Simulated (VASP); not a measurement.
Input of a VASP 6.6.1 run:

File INCAR:

```
  PREC = Accurate
  ENCUT = 600
  EDIFF = 1E-7
  ISMEAR = 0
  SIGMA = 0.1
  LREAL = False
  LASPH = True
  NELM = 80
  ALGO = Normal
  ISIF = 3
  LWAVE = False
  LCHARG = False
  GGA = PE
  IBRION = 2
  NSW = 90
  EDIFFG = -0.04
```

KPOINTS

```
Automatic mesh
0
Gamma
  4 4 4
```

The input POSCAR:

```
CsBr2
1.0
    0.0000000000      3.7151331401      3.7151331401
    3.7151331401      0.0000000000      3.7151331401
    3.7151331401      3.7151331401      0.0000000000
Cs Br
1 2
Direct
    0.0000000000      0.0000000000      0.0000000000
    0.2500000000      0.2500000000      0.2500000000
    0.7500000000      0.7500000000      0.7500000000
```

Potentials or basis: VASP PAW PBE potentials, release 64 (Cs_sv, Br).

The run is started by

```sh
$ cat potpaw_PBE.64/Cs_sv/POTCAR potpaw_PBE.64/Br/POTCAR > POTCAR
$ mpirun -np 1 vasp_std > vasp.out
```

(1) What does it give for the relaxed volume?

(2) Estimate the relaxed cell.

(3) Predict the space group after relaxing (to 0.05 Å).

Answers

(1) 51.90 Å³/atom.

(2) a = 6.039 Å, b = 6.039 Å, c = 6.039 Å, α = 60.00°, β = 60.00°, γ = 60.00°.

(3) Fm-3m (No. 225).

Caveat: the k points lie up to 0.32 Å⁻¹ apart in the final cell; the volume moved by over 15 % at a fixed basis, so the end points are rough; an odd number of electrons without spin polarisation forces a metal; a magnetic or distorted state may lie lower.
